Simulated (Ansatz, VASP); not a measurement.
## Two plane-wave programs on SnO2

Contents of POSCAR:

```
SnO2
1.0
    4.6170235687      0.0000000000      0.0000000000
    0.0000000000      4.6172558849      0.0000000000
    0.0000000000      0.0000000000      3.2487214196
Sn O
2 4
Direct
    0.5000000000      0.5000000000      0.5000000000
    0.0000000000      0.0000000000      0.0000000000
    0.3058623571      0.3059582263      0.0000000000
    0.8058623571      0.1940417737      0.5000000000
    0.1941376429      0.8059582263      0.5000000000
    0.6941376429      0.6940417737      0.0000000000
```

The input INCAR.step1:

```
ALGO     = Normal         # electronic algorithm
EDIFF    = 1E-4           # SCF threshold, eV
ENCUT    = 520            # plane-wave cutoff, eV
GGA      = PE             # functional
ISMEAR   = 0              # smearing method
LASPH    = T              # aspherical terms in the spheres
LCHARG   = F              # write CHGCAR
LREAL    = F              # projectors in reciprocal space
LWAVE    = T              # write WAVECAR
NBANDS   = 35             # bands
NELM     = 60             # most SCF steps
PREC     = Accurate       # precision mode
SIGMA    = 0.05           # smearing width, eV
```

The input INCAR.step2:

```
ALGO     = Normal         # electronic algorithm
EDIFF    = 1E-6           # SCF threshold, eV
ENCUT    = 520            # plane-wave cutoff, eV
ISIF     = 2              # what is computed and relaxed
ISMEAR   = 0              # smearing method
ISTART   = 1            
LASPH    = T              # aspherical terms in the spheres
LCHARG   = F              # write CHGCAR
LMIXTAU  = T            
LREAL    = F              # projectors in reciprocal space
LWAVE    = F              # write WAVECAR
METAGGA  = R2SCAN         # meta-GGA
NBANDS   = 35             # bands
NELM     = 60             # most SCF steps
PREC     = Accurate       # precision mode
SIGMA    = 0.05           # smearing width, eV
```

File KPOINTS:

```
k-points
0
Gamma
  6 6 8
```

Input for Ansatz:

```yaml
crystal:
  lattice:
    - [4.6170235687, 0.0, 0.0]
    - [0.0, 4.6172558849, 0.0]
    - [0.0, 0.0, 3.2487214196]
  atoms:
    - { symbol: Sn, position: [0.5, 0.5, 0.5] }
    - { symbol: Sn, position: [0.0, 0.0, 0.0] }
    - { symbol: O, position: [0.3058623571, 0.3059582263, 0.0] }
    - { symbol: O, position: [0.8058623571, 0.1940417737, 0.5] }
    - { symbol: O, position: [0.1941376429, 0.8059582263, 0.5] }
    - { symbol: O, position: [0.6941376429, 0.6940417737, 0.0] }
basis:
  ecutwfc: 500
kpoints:
  mp_grid: { grid: [6, 6, 8] }
hamiltonian:
  xc: r2scan
scf:
  occupations: { method: gaussian, width: 0.05 }
output:
  forces: true
  stress: true
  eigenvalues: true
```

Change from the starting cell: strain -0.030 along x and y, +0.015 along z, atoms carried along.

Alike in both runs: task single point; functional r2SCAN; k mesh 6 × 6 × 8; occupations gaussian, width 0.05 eV; no spin polarisation.

|  | VASP | Ansatz |
| --- | --- | --- |
| version | VASP 6.6.1 | Ansatz 0.2.0 |
| potentials or method | VASP PAW PBE potentials, release 64 (Sn_d, O), cutoff 520 eV | scalar-relativistic, plane waves, PAW |
| valence electrons in the cell | 52 | 52 |

Ansatz gave:

- gap on the k mesh at the Fermi level (eV): 2.21
- least direct gap on the mesh (eV): 2.21
- pressure (GPa): 9.4
- traceless stress, the component that is largest in VASP (GPa): -5.82
- rms of the force components (eV/Å): 0.043

**Question.** What did VASP give for the same quantities?

**Answer.** gap on the k mesh at the Fermi level (eV): 2.24; least direct gap on the mesh (eV): 2.24; pressure (GPa): 10.7; traceless stress, the component that is largest in VASP (GPa): -5.65; rms of the force components (eV/Å): 0.044.

VASP's potentials were made for PBE, not for r2SCAN. Atom by atom the forces differ by 0.001 eV/Å (rms over components).
